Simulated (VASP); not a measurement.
# MnSb (Fm-3m) in VASP: notebook

The runs below take MnSb through single point, with PBE+D3(BJ), PBE.

All numbers are computed with VASP 6.6.1; they aren't measurements. Logs are shortened: lines on timing, memory, paths and dates and some standing lists are left out, and cuts for length are marked.

## 1. The cell of the first run

The structure is cubic, space group Fm-3m (No. 225). Conventional cell: a = 5.590 Å, b = 5.590 Å, c = 5.590 Å, α = 90.00°, β = 90.00°, γ = 90.00°. Mn (site symmetry m-3m) has 6 Sb at 2.80 Å within 3.7 Å. Within 3.7 Å of Sb (site symmetry m-3m) lie 6 Mn at 2.80 Å.

## 2. Single point, PBE+D3(BJ), collinear spin, ferrimagnetic start

INCAR

```
  PREC = Accurate
  ENCUT = 520
  EDIFF = 1E-7
  ISMEAR = 0
  SIGMA = 0.1
  LREAL = False
  LASPH = True
  NELM = 150
  ALGO = Normal
  ISIF = 2
  LWAVE = False
  LCHARG = False
  ISPIN = 2
  MAGMOM = 4.18 -0.12
  LORBIT = 11
  LMAXMIX = 4
  GGA = PE
  IVDW = 12
  NBANDS = 20
```

KPOINTS

```
Automatic mesh
0
Gamma
  2 2 2
```

POSCAR

```
MnSb
1.0
    0.0000000000      2.7950160000      2.7950160000
    2.7950160000      0.0000000000      2.7950160000
    2.7950160000      2.7950160000      0.0000000000
Mn Sb
1 1
Direct
    0.0000000000      0.0000000000      0.0000000000
    0.5000000000      0.5000000000      0.5000000000
```

Potentials or basis: VASP PAW PBE potentials, release 64 (Mn_pv, Sb).

Command:

```
$ cat potpaw_PBE.64/Mn_pv/POTCAR potpaw_PBE.64/Sb/POTCAR > POTCAR
$ mpirun -np 1 vasp_std > vasp.out
```

OUTCAR:

```text
PREC = Accurate
   ENCUT = 520
   EDIFF = 1E-7
   ISMEAR = 0
   LREAL = False
   LASPH = True
   NELM = 150
   ISIF = 2
   ISPIN = 2
   LORBIT = 11
   GGA = PE
   IVDW = 12
 IVDW          = 12

 ion  position               nearest neighbor table
   1  0.000  0.000  0.000-   2 2.80   2 2.80   2 2.80   2 2.80   2 2.80   2 2.80
   2  0.500  0.500  0.500-   1 2.80   1 2.80   1 2.80   1 2.80   1 2.80   1 2.80

  LATTYP: Found a face centered cubic cell.
 ALAT       =     5.5900320000

  Lattice vectors:

 A1 = (   0.0000000000,   2.7950160000,   2.7950160000)
 A2 = (   2.7950160000,   0.0000000000,   2.7950160000)
 A3 = (   2.7950160000,   2.7950160000,   0.0000000000)

Analysis of symmetry for initial positions (statically):
=====================================================================
 Subroutine PRICEL returns:
 Original cell was already a primitive cell.

 Routine SETGRP: Setting up the symmetry group for a
 face centered cubic supercell.

 Subroutine GETGRP returns: Found 48 space group operations
 (whereof 48 operations were pure point group operations)
 out of a pool of 48 trial point group operations.

The static configuration has the point symmetry O_h .

Analysis of symmetry for dynamics (positions and initial velocities):
=====================================================================
 Subroutine PRICEL returns:
 Original cell was already a primitive cell.

 Routine SETGRP: Setting up the symmetry group for a
 face centered cubic supercell.

 Subroutine GETGRP returns: Found 48 space group operations
 (whereof 48 operations were pure point group operations)
 out of a pool of 48 trial point group operations.

The dynamic configuration has the point symmetry O_h .

Analysis of structural, dynamic, and magnetic symmetry:
=====================================================================
 Subroutine PRICEL returns:
 Original cell was already a primitive cell.

 Routine SETGRP: Setting up the symmetry group for a
 face centered cubic supercell.

 Subroutine GETGRP returns: Found 48 space group operations
 (whereof 48 operations were pure point group operations)
 out of a pool of 48 trial point group operations.

The overall configuration has the point symmetry O_h .

 Subroutine INISYM returns: Found 48 space group operations
 (whereof 48 operations are pure point group operations),
 and found     1 'primitive' translations

----------------------------------------------------------------------------------------

                                     Primitive cell

  volume of cell :      43.6700

  direct lattice vectors                    reciprocal lattice vectors
     0.000000000  2.795016000  2.795016000    -0.178889853  0.178889853  0.178889853
     2.795016000  0.000000000  2.795016000     0.178889853 -0.178889853  0.178889853
     2.795016000  2.795016000  0.000000000     0.178889853  0.178889853 -0.178889853

  length of vectors
     3.952749534  3.952749534  3.952749534     0.309846314  0.309846314  0.309846314

  position of ions in fractional coordinates (direct lattice)
     0.000000000  0.000000000  0.000000000
     0.500000000  0.500000000  0.500000000

  ion indices of the primitive-cell ions
   primitive index   ion index
                 1           1
                 2           2

----------------------------------------------------------------------------------------

 KPOINTS: Automatic mesh

Automatic generation of k-mesh.
 Grid dimensions read from file:
 generate k-points for:    2    2    2

 Generating k-lattice:

  Cartesian coordinates                     Fractional coordinates (reciprocal lattice)
    -0.089444926  0.089444926  0.089444926     0.500000000  0.000000000  0.000000000
     0.089444926 -0.089444926  0.089444926     0.000000000  0.500000000  0.000000000
     0.089444926  0.089444926 -0.089444926     0.000000000  0.000000000  0.500000000

  Length of vectors
     0.154923157  0.154923157  0.154923157

  Shift w.r.t. Gamma in fractional coordinates (k-lattice)
     0.000000000  0.000000000  0.000000000

 Subroutine IBZKPT returns following result:
 ===========================================

 Found      3 irreducible k-points:

 Following reciprocal coordinates:
            Coordinates               Weight
  0.000000  0.000000  0.000000      1.000000
  0.500000  0.000000  0.000000      4.000000
  0.500000  0.500000  0.000000      3.000000
   k-points           NKPTS =      3   k-points in BZ     NKDIM =      3   number of bands    NBANDS=     20
   number of dos      NEDOS =    301   number of ions     NIONS =      2
   total plane-waves  NPLWV =  27000
   dimension x,y,z NGX =    30 NGY =   30 NGZ =   30
   dimension x,y,z NGXF=    60 NGYF=   60 NGZF=   60
   ions per type =               1   1
   NGX,Y,Z   is equivalent  to a cutoff of  12.62, 12.62, 12.62 a.u.
   NGXF,Y,Z  is equivalent  to a cutoff of  25.23, 25.23, 25.23 a.u.
 SYSTEM =  unknown system
   PREC   = accura    normal or accurate (medium, high low for compatibility)
   ISTART =      0    job   : 0-new  1-cont  2-samecut
   ICHARG =      2    charge: 1-file 2-atom 10-const
   ISPIN  =      2    spin polarized calculation?
   LNONCOLLINEAR =      F non collinear calculations
   LSORBIT =      F    spin-orbit coupling
   LASPH  =      T    aspherical Exc in radial PAW
   ENCUT  =  520.0 eV  38.22 Ry    6.18 a.u.   7.35  7.35  7.35*2*pi/ulx,y,z
   NELM   =    150;   NELMIN=  2; NELMDL= -5     # of ELM steps
   EDIFF  = 0.1E-06   stopping-criterion for ELM
   LREAL  =      F    real-space projection
   EDIFFG = 0.1E-05   stopping-criterion for IOM
   NSW    =      0    number of steps for IOM
   IBRION =     -1    ionic relax: 0-MD 1-quasi-New 2-CG
   NFREE  =      0    steps in history (QN), initial steepest desc. (CG)
   ISIF   =      2    stress and relaxation
   ISYM   =      2    0-nonsym 1-usesym 2-fastsym
   POTIM  = 0.5000    time-step for ionic-motion
   TEBEG  =    0.0;   TEEND  =   0.0 temperature during run
   PSTRESS=    0.0 pullay stress
   NELECT =      18.0000    total number of electrons
   NUPDOWN=      -1.0000    fix difference up-down
   EMIN   =  10.00;   EMAX   =-10.00  energy-range for DOS
   EFERMI =   0.00;   METHOD = LEGACY
   ISMEAR =     0;   SIGMA  =   0.10  broadening in eV -4-tet -1-fermi 0-gaus
   EFERMI_NEDOS =   21; number of points for ismear=-14 and -15
   IALGO  =     38    algorithm
   IMIX   =      4    mixing-type and parameters
     AMIX     =   0.40;   BMIX     =  1.00
     AMIX_MAG =   1.60;   BMIX_MAG =  1.00
  volume/ion in A,a.u.               =      21.83       147.35
  Fermi-wavevector in a.u.,A,eV,Ry     =   1.218348  2.302344 20.196106  1.484372
  Thomas-Fermi vector in A             =   2.353638
   LORBIT       =     11    0 simple, 1 ext, 2 COOP (PROOUT), +10 PAW based schemes
   GGA     = PE    functional components
   LHFCALC =     F    Hartree Fock is set to
   AEXX    =    0.0000 exact exchange contribution
   IVDW    =    12    specifies the selected vdW correction
   LEPSILON=     F    determine dielectric tensor
   LRPA    =     F    only Hartree local field effects (RPA)
 spin polarized calculation
 Gauss-broadening in eV      SIGMA  =   0.10
  energy-cutoff  :      520.00
  volume of cell :       43.67
 maximum number of plane-waves:      1243
 NGX is ok and might be reduce to    30
   NGX = 15   NGY = 15   NGZ = 15

 number of electron      17.9999988 magnetization       3.2500047

 Free energy of the ion-electron system (eV)
  ---------------------------------------------------
  ext. energy  EPLUGINS =         0.00000000
  ---------------------------------------------------
  free energy    TOTEN  =       -12.49442651 eV

  energy without entropy =      -12.47898610  energy(sigma->0) =      -12.48670630

 E-fermi :   8.0741     XC(G=0): -10.5686

 val. band max:        8.0137401182   @ k =   0.0000   0.0000   0.0000
 cond. band min:       8.0804439920   @ k =   0.0000   0.0000   0.0000
 fundamental gap:      0.0667038739
 Fermi energy:         8.0741176743

 spin component 1

 k-point     1 :       0.0000    0.0000    0.0000
  band No.  band energies     occupation
      1     -41.8173      1.00000
      2     -41.8173      1.00000
      3     -41.8173      1.00000
      4      -3.9464      1.00000
      5       5.2197      1.00000
      6       5.2197      1.00000
[... 12 lines left out ...]
     19      17.2430      0.00000
     20      17.2430      0.00000

 k-point     2 :       0.5000    0.0000    0.0000
  band No.  band energies     occupation
      1     -41.8207      1.00000
      2     -41.8173      1.00000
      3     -41.8173      1.00000
      4      -1.7905      1.00000
      5       1.6722      1.00000
      6       4.3701      1.00000
[... 12 lines left out ...]
     19      21.1147      0.00000
     20      21.9164      0.00000

 k-point     3 :       0.5000    0.5000    0.0000
  band No.  band energies     occupation
      1     -41.8204      1.00000
      2     -41.8186      1.00000
      3     -41.8186      1.00000
      4      -1.5139      1.00000
      5       2.9558      1.00000
      6       4.7442      1.00000
[... 12 lines left out ...]
     19      21.9552      0.00000
     20      22.1999      0.00000
 Fermi energy:         8.0741176743

 spin component 2

 k-point     1 :       0.0000    0.0000    0.0000
  band No.  band energies     occupation
      1     -38.3688      1.00000
      2     -38.3687      1.00000
      3     -38.3687      1.00000
      4      -3.9637      1.00000
      5       8.0137      0.80345
      6       8.0137      0.80341
[... 12 lines left out ...]
     19      18.0624      0.00000
     20      18.0624      0.00000

 k-point     2 :       0.5000    0.0000    0.0000
  band No.  band energies     occupation
      1     -38.3733      1.00000
      2     -38.3688      1.00000
      3     -38.3687      1.00000
      4      -1.9310      1.00000
      5       2.0142      1.00000
      6       5.8127      1.00000
[... 12 lines left out ...]
     19      21.2594      0.00000
     20      22.3300      0.00000

 k-point     3 :       0.5000    0.5000    0.0000
  band No.  band energies     occupation
      1     -38.3728      1.00000
      2     -38.3705      1.00000
      3     -38.3705      1.00000
      4      -1.5483      1.00000
      5       2.9564      1.00000
      6       6.1052      1.00000
[... 12 lines left out ...]
     19      22.0085      0.00000
     20      22.0085      0.00000

------------------------ aborting loop because EDIFF is reached ----------------------------------------

 Edisp (eV)   -1.02588

 E8    (eV) :    -0.4737

  FORCE on cell =-STRESS in cart. coord.  units (eV):
  Direction    XX          YY          ZZ          XY          YZ          ZX
  --------------------------------------------------------------------------------------
  -------------------------------------------------------------------------------------
  Total      -2.94186    -2.94186    -2.94186     0.00000    -0.00000    -0.00000
  in kB    -107.93184  -107.93184  -107.93184     0.00000    -0.00000    -0.00000
  external pressure =     -107.93 kB  Pullay stress =        0.00 kB

 VOLUME and BASIS-vectors are now :
 -----------------------------------------------------------------------------
  energy-cutoff  :      520.00
  volume of cell :       43.67
      direct lattice vectors                 reciprocal lattice vectors
     0.000000000  2.795016000  2.795016000    -0.178889853  0.178889853  0.178889853
     2.795016000  0.000000000  2.795016000     0.178889853 -0.178889853  0.178889853
     2.795016000  2.795016000  0.000000000     0.178889853  0.178889853 -0.178889853

 POSITION                                       TOTAL-FORCE (eV/Angst)
 -----------------------------------------------------------------------------------
      0.00000      0.00000      0.00000        -0.000000      0.000000     -0.000000
      2.79502      2.79502      2.79502         0.000000      0.000000      0.000000
 -----------------------------------------------------------------------------------
    total drift:                               -0.000000      0.000000      0.000000

  FREE ENERGIE OF THE ION-ELECTRON SYSTEM (eV)
  ---------------------------------------------------
  free  energy   TOTEN  =       -13.5203020228 eV

  energy  without entropy=      -13.5048616196  energy(sigma->0) =      -13.51258182

 total charge

# of ion       s       p       d       tot
------------------------------------------
    1        0.208   6.182   5.140  11.530
    2        1.098   1.288   0.041   2.428
--------------------------------------------------
tot          1.307   7.469   5.181  13.958

 magnetization (x)

# of ion       s       p       d       tot
------------------------------------------
    1        0.058   0.023   3.249   3.329
    2       -0.008  -0.139  -0.001  -0.149
--------------------------------------------------
tot          0.050  -0.116   3.247   3.181
```

Run time: 22 s. Hardware: 1 thread of Intel Xeon 8259CL, shared host; peak memory 0.19 GiB.

Results:

| Quantity | Value |
| --- | --- |
| Free energy | -13.5203 eV |
| Pressure | -10.8 GPa |
| Net moment | 3.25 μB per cell |
| Site moments | Mn +3.33; Sb -0.15 μB |
| Valence electrons inside the program's atomic spheres | Mn 11.53; Sb 2.43 |
| Dispersion energy per atom | -0.513 eV |

Caveat: the k points lie up to 0.97 Å⁻¹ apart; spin-orbit coupling is left out, which moves the levels of the heavy elements; a cell with one magnetic atom can't hold antiferromagnetic order, which such compounds often take; pairwise dispersion overbinds metals, which lowers pressure and volume.

## 3. Single point, PBE, collinear spin, ferromagnetic start

INCAR

```
SYSTEM = MnSb
PREC = Accurate ; ENCUT = 520
EDIFF = 1E-6 ; ISMEAR = 0
SIGMA = 0.1 ; LREAL = .False.
LASPH = .True. ; NELM = 150
ALGO = Normal ; ISIF = 2
LWAVE = .False. ; LCHARG = .False.
ISPIN = 2 ; MAGMOM = 4 0
LORBIT = 11 ; LMAXMIX = 4
GGA = PE ; NBANDS = 20
```

KPOINTS

```
regular mesh
0
Gamma
  4 4 4
  0 0 0
```

POSCAR is that of step 2.

Potentials or basis: VASP PAW PBE potentials, release 64 (Mn_pv, Sb).

Command:

```
$ cat potpaw_PBE.64/Mn_pv/POTCAR potpaw_PBE.64/Sb/POTCAR > POTCAR
$ mpirun -np 1 vasp_std > vasp.out
```

Run time: 43 s. Hardware: 1 thread of Intel Xeon 8259CL, shared host; peak memory 0.18 GiB.

The run converged. Its results:

- Free energy: -12.7981 eV
- Pressure: -0.2 GPa
- Net moment: 3.81 μB per cell
- Site moments: Mn +3.76; Sb -0.11 μB
- Valence electrons inside the program's atomic spheres: Mn 11.46; Sb 2.48

Levels at points of the mesh, in eV from the Fermi level:
Spin up:
```tsv
k point	band 7	band 8	band 9	band 10	band 11	band 12	band 13	band 14	band 15	band 16
(0.00, 0.00, 0.00)	-3.04	-2.80	-2.80	1.30	1.30	1.30	4.94	8.10	8.16	8.16
(0.50, 0.00, 0.00)	-3.72	-2.66	-2.66	-2.33	2.73	2.73	3.98	4.82	4.82	7.89
(0.50, 0.50, 0.00)	-2.61	-2.56	-2.56	-1.74	-1.51	-1.51	0.91	4.83	12.49	12.49
```
Spin down:
```
           k point  band 4  band 5  band 6  band 7  band 8  band 9  band 10  band 11
(0.00, 0.00, 0.00)  -11.46    0.17    0.17    0.27    0.27    0.27     1.28     1.28
(0.50, 0.00, 0.00)   -9.39   -5.54   -1.85   -1.85    0.94    0.94     1.14     4.13
(0.50, 0.50, 0.00)   -9.02   -4.57   -1.41   -1.41   -0.70    0.49     0.98     1.22
```

Caveat: the k points lie up to 0.49 Å⁻¹ apart; spin-orbit coupling is left out, which moves the levels of the heavy elements; a cell with one magnetic atom can't hold antiferromagnetic order, which such compounds often take.

## 4. Single point, PBE, collinear spin, ferrimagnetic start

INCAR

```
SYSTEM = MnSb
PREC     = Accurate       ! precision mode
ENCUT    = 520            ! plane-wave cutoff, eV
EDIFF    = 1E-6           ! SCF threshold, eV
ISMEAR   = 0              ! smearing method
SIGMA    = 0.1            ! smearing width, eV
LREAL    = .FALSE.        ! projectors in reciprocal space
LASPH    = .TRUE.         ! aspherical terms in the spheres
NELM     = 150            ! most SCF steps
ALGO     = Normal         ! electronic algorithm
ISIF     = 2              ! what is computed and relaxed
LWAVE    = .FALSE.        ! write WAVECAR
LCHARG   = .TRUE.         ! write CHGCAR
ISPIN    = 2              ! spin polarisation
MAGMOM   = 4.18 -0.12     ! initial moments
LORBIT   = 11             ! projections on sites
LMAXMIX  = 4              ! l up to which the mixer works
GGA      = PE             ! functional
LELF     = .TRUE.         ! ELF
LVHAR    = .TRUE.       
NBANDS   = 20             ! bands
```

KPOINTS

```
Automatic mesh
0
G
  4 4 4
  0 0 0
```

POSCAR is that of step 3.

Command:

```
$ cat potpaw_PBE.64/Mn_pv/POTCAR potpaw_PBE.64/Sb/POTCAR > POTCAR
$ mpirun -np 1 vasp_std > vasp.out
```

Wall time 43 s (1 thread of Intel Xeon 8259CL, shared host); peak memory 0.19 GiB.

The run converged. Its results:

```yaml
Free_energy: -12.7981 eV
Pressure: -0.2 GPa
Net_moment: 3.81 μB per cell
Site_moments: Mn +3.76; Sb -0.11 μB
Valence_electrons_inside_the_program's_atomic_spheres: Mn 11.46; Sb 2.48
```

Levels at points of the mesh, in eV from the Fermi level:
Spin up:
| k point | band 9 | band 10 | band 11 | band 12 | band 13 | band 14 |
| --- | --- | --- | --- | --- | --- | --- |
| (0.00, 0.00, 0.00) | -2.80 | 1.30 | 1.30 | 1.30 | 4.94 | 8.10 |
| (0.50, 0.00, 0.00) | -2.66 | -2.33 | 2.73 | 2.73 | 3.98 | 4.82 |
| (0.50, 0.50, 0.00) | -2.56 | -1.74 | -1.51 | -1.51 | 0.91 | 4.83 |
Spin down:
```tsv
k point	band 3	band 4	band 5	band 6	band 7	band 8	band 9	band 10	band 11	band 12
(0.00, 0.00, 0.00)	-46.32	-11.46	0.17	0.17	0.27	0.27	0.27	1.28	1.28	1.28
(0.50, 0.00, 0.00)	-46.32	-9.39	-5.54	-1.85	-1.85	0.94	0.94	1.14	4.13	4.13
(0.50, 0.50, 0.00)	-46.32	-9.02	-4.57	-1.41	-1.41	-0.70	0.49	0.98	1.22	1.22
```

Caveat: the k points lie up to 0.49 Å⁻¹ apart; spin-orbit coupling is left out, which moves the levels of the heavy elements; a cell with one magnetic atom can't hold antiferromagnetic order, which such compounds often take.

## 5. The runs side by side

```csv
level,spin,k mesh,gap on the mesh (eV),pressure (GPa),moment (μB)
PBE+D3(BJ),"collinear, ferrimagnetic start",2 × 2 × 2,none,-10.8,3.25
PBE,"collinear, ferromagnetic start",4 × 4 × 4,none,-0.2,3.81
PBE,"collinear, ferrimagnetic start",4 × 4 × 4,none,-0.2,3.81
```

Alike in all rows: task single point; potentials or basis VASP PAW PBE potentials, release 64 (Mn_pv, Sb); cell as given; cutoff (eV) 520; smearing gaussian 0.1 eV.

Caveats: all runs use coarse meshes; spin-orbit coupling is left out, which moves the levels of the heavy elements; a cell with one magnetic atom can't hold antiferromagnetic order, which such compounds often take; pairwise dispersion overbinds metals, which lowers pressure and volume (some runs).

Absolute energies hang on the potentials; compare differences alone.
